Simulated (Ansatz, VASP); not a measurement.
## Y2TaN3 in VASP and in Ansatz

```
Y Ta N
1.0
     5.98697    0.00000    0.00000
    -2.99348    5.18486    0.00000
     0.00000    0.00000    3.12978
Y Ta N
2 1 3
Direct
  0.33333 0.66667 0.00000
  0.66667 0.33333 0.00000
  0.00000 0.00000 0.00000
  0.50000 0.00000 0.50000
  0.50000 0.50000 0.50000
  0.00000 0.50000 0.50000
```

Change from the starting cell: species swapped into the PrAl2Ni3 type (P6/mmm, No. 191).

Alike in both runs: task relaxation of cell and atoms; functional PBE; k mesh 3 × 3 × 6; occupations gaussian, width 0.1 eV; no spin polarisation.

|  | VASP | Ansatz |
| --- | --- | --- |
| version | VASP 6.6.1 | Ansatz 0.2.0 |
| potentials or method | VASP PAW PBE potentials, release 64 (Y_sv, Ta_pv, N), cutoff 600 eV | scalar-relativistic, plane waves, PAW |
| valence electrons in the cell | 48 | 50 |

```csv
,VASP,Ansatz,Ansatz less VASP
"gap on the k mesh at the Fermi level, each at its own relaxed structure (eV)",none,none,-
relaxed volume (Å³/atom),16.11,16.17,+0.051
relaxed length of the cell vector where the two differ most in proportion (Å),6.004,6.013,+0.0091
```

A gap of «none» marks a metal or a gap that the smearing closes. VASP's potentials hold 48 valence electrons a cell and Ansatz's 50, so a difference there can come from the potentials and not from the codes.

The k mesh is coarse, so the values compare programs but aren't converged. Neither program's run includes spin-orbit coupling.
